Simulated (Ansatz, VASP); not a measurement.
**Two plane-wave programs on HfN**

Contents of INCAR:

```
PREC     = Accurate       # precision mode
ENCUT    = 520            # plane-wave cutoff, eV
EDIFF    = 1E-8           # SCF threshold, eV
ISMEAR   = -1             # smearing method
SIGMA    = 0.03           # smearing width, eV
LREAL    = F              # projectors in reciprocal space
LASPH    = T              # aspherical terms in the spheres
NELM     = 100            # most SCF steps
ALGO     = Normal         # electronic algorithm
ISIF     = 2              # what is computed and relaxed
LWAVE    = F              # write WAVECAR
LCHARG   = F              # write CHGCAR
GGA      = PE             # functional
LEFG     = T            
NBANDS   = 14             # bands
```

Contents of KPOINTS:

```
regular mesh
0
Gamma
  10 10 10
```

POSCAR

```
HfN
1.0
    0.0000000000      2.2887270932      2.2887270932
    2.2887270932      0.0000000000      2.2887270932
    2.2887270932      2.2887270932      0.0000000000
Hf N
1 1
Direct
    0.0000000000      0.0000000000      0.0000000000
    0.5000000000      0.5000000000      0.5000000000
```

Input for Ansatz:

```yaml
crystal:
  lattice:
    - [0.0, 2.2887270932, 2.2887270932]
    - [2.2887270932, 0.0, 2.2887270932]
    - [2.2887270932, 2.2887270932, 0.0]
  atoms:
    - { symbol: Hf, position: [0.0, 0.0, 0.0] }
    - { symbol: "N", position: [0.5, 0.5, 0.5] }
kpoints:
  mp_grid: { grid: [10, 10, 10] }
scf:
  occupations: { method: fermi_dirac, width: 0.03 }
hamiltonian:
  xc: pbe
  pseudopotentials: { kind: paw }
output:
  forces: true
  stress: true
  eigenvalues: true
  efg: { contact_densities: true }
```

Change from the starting cell: volume scaled by 1.04, PAW files.

Alike in both runs: task electric field gradients; functional PBE; k mesh 10 × 10 × 10; occupations fermi-dirac, width 0.03 eV; no spin polarisation.

|  | VASP | Ansatz |
| --- | --- | --- |
| version | VASP 6.6.1 | Ansatz 0.2.0 |
| potentials or method | VASP PAW PBE potentials, release 64 (Hf_pv, N) | PAW with Ansatz's default frozen-core files, scalar-relativistic |
| plane-wave cutoff (eV) | 520 | 420 |
| valence electrons in the cell | 15 | 31 |

|  | VASP | Ansatz | Ansatz less VASP |
| --- | --- | --- | --- |
| pressure (GPa) | -7.2 | -4.9 | +2.26 |

VASP's potentials hold 15 valence electrons a cell and Ansatz's 31, so a difference there can come from the potentials and not from the codes.

Spin-orbit coupling is off throughout.
